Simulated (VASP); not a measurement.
The system is Hf.

```
CELL_PARAMETERS angstrom
3.19670 0.00000 0.00000
-1.59835 2.76842 0.00000
0.00000 0.00000 5.05780
ATOMIC_POSITIONS crystal
Hf 0.33333 0.66667 0.25000
Hf 0.66667 0.33333 0.75000
```

| Quantity | Value |
| --- | --- |
| Program | VASP 6.6.1 |
| Task | relaxation of cell and atoms |
| Functional | revPBE |
| Potentials or basis | VASP PAW PBE potentials, release 64 (Hf_pv) |
| Cutoff | 600 eV |
| k mesh | 11 × 11 × 6 |
| Occupations | fermi-dirac, width 0.1 eV |
| Spin | no spin polarisation |

At the start: pressure 2.5 GPa; volume 22.38 Å³/atom.

Where does the relaxation end?

Over 3 steps the energy falls by 3.9 meV/atom and the volume is 22.90 Å³/atom (+2.3 %); space group P6_3/mmc (No. 194, to 0.1 Å) before and after.

The path:
```
step  energy change (eV)  largest force (eV/Å)  pressure (GPa)  volume (Å³)
   1              0.0000                0.0000            2.47        44.76
   2              0.0028                0.0000           -2.68        47.04
   3             -0.0078                0.0000           -0.01        45.80
```

Final structure:
```
CELL_PARAMETERS angstrom
3.22096 0.00000 0.00000
-1.61048 2.78943 0.00000
0.00000 0.00000 5.09719
ATOMIC_POSITIONS crystal
Hf 0.33333 0.66667 0.25000
Hf 0.66667 0.33333 0.75000
```

Caveat: the PAW data sets were made with another functional, which shifts forces and pressure a little.
